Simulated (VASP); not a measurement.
NaSnF3:

```
CELL_PARAMETERS angstrom
4.63272 0.00000 0.00000
0.00000 4.63272 0.00000
0.00000 0.00000 4.40108
ATOMIC_POSITIONS crystal
Na 0.00000 0.00000 0.00000
Sn 0.50000 0.50000 0.50000
F 0.50000 0.50000 0.00000
F 0.50000 0.00000 0.50000
F 0.00000 0.50000 0.50000
```

This cell differs from its parent crystal: uniaxial z strain -5.0%.

Base run:

```yaml
Program: VASP 6.6.1
Functional: r2SCAN
Potentials_or_basis: VASP PAW PBE potentials, release 64 (Na_pv, Sn_d, F)
Cutoff: 520 eV
k_mesh: 6 × 6 × 6
Occupations: gaussian, width 0.01 eV
Spin: no spin polarisation
```

Its results: band gap on the k mesh 0.68 eV (least direct gap 1.66 eV); pressure 3.0 GPa.

Problem. The run is repeated on the same cell with these changes: functional from r2SCAN to PBE; occupations from gaussian, width 0.01 eV to fermi-dirac, width 0.02 eV. What comes out?

Solution. Band gap on the k mesh 0.46 eV (least direct gap 1.43 eV); pressure 4.5 GPa.

Caveats: semilocal functionals underestimate gaps, and a narrow one can read as zero; spin-orbit coupling is left out, which moves the levels of the heavy elements; the stress differs along the axes, from 1 to 7 GPa (at least some runs); the PAW data sets were made with another functional, which shifts forces and pressure a little (at least some runs); the stress differs along the axes, from 3 to 8 GPa (at least some runs).

A k mesh can miss the band edges.
